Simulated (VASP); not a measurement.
**HfB2: single point with PBE**

The system is HfB2.

```
Hf B
1.0
     3.14000    0.00000    0.00000
    -1.57000    2.71932    0.00000
     0.00000    0.00000    3.48000
Hf B
1 2
Direct
  0.00407 0.99622 0.99703
  0.67352 0.34355 0.49131
  0.31739 0.67513 0.48455
```

```yaml
Program: VASP 6.6.1
Task: single point
Functional: PBE
Potentials_or_basis: VASP PAW PBE potentials, release 64 (Hf_pv, B)
Cutoff: 520 eV
k_mesh: 7 × 7 × 6
Occupations: gaussian, width 0.1 eV
Spin: no spin polarisation
```

The pressure is 1.8 GPa. The largest force is 1.299 eV/Å and the band gap on the k mesh is zero (band 8 reaches 8.17 eV, above the bottom of band 9 at 7.25 eV).

Forces on the atoms (eV/Å):
```
Hf  -0.670  0.517 -0.489
B   -0.568 -0.387  0.119
B    1.239 -0.130  0.370
```

Stress tensor (GPa, compression positive):
```
 2.26 -0.80  0.47
-0.80  1.67 -0.36
 0.47 -0.36  1.56
```

Levels at points of the mesh, in eV from the Fermi level:
| k point | band 4 | band 5 | band 6 | band 7 | band 8 | band 9 | band 10 | band 11 | band 12 | band 13 |
| --- | --- | --- | --- | --- | --- | --- | --- | --- | --- | --- |
| (0.00, 0.00, 0.00) | -13.57 | -3.03 | -2.90 | -2.50 | -2.40 | 4.06 | 4.24 | 4.44 | 4.65 | 4.90 |
| (0.00, 0.00, 0.50) | -11.16 | -8.18 | -1.48 | -0.65 | 0.28 | 0.83 | 1.18 | 1.21 | 2.42 | 5.31 |

Wall time 23 s on 1 thread of Intel(R) Xeon(R) Platinum 8559C (Emerald Rapids) (shared host), peak memory 0.19 GiB.

Caveat: spin-orbit coupling is left out, which moves the levels of the heavy elements; forces of over 1 eV/Å act on the atoms, so gaps and moduli don't describe the material at rest.
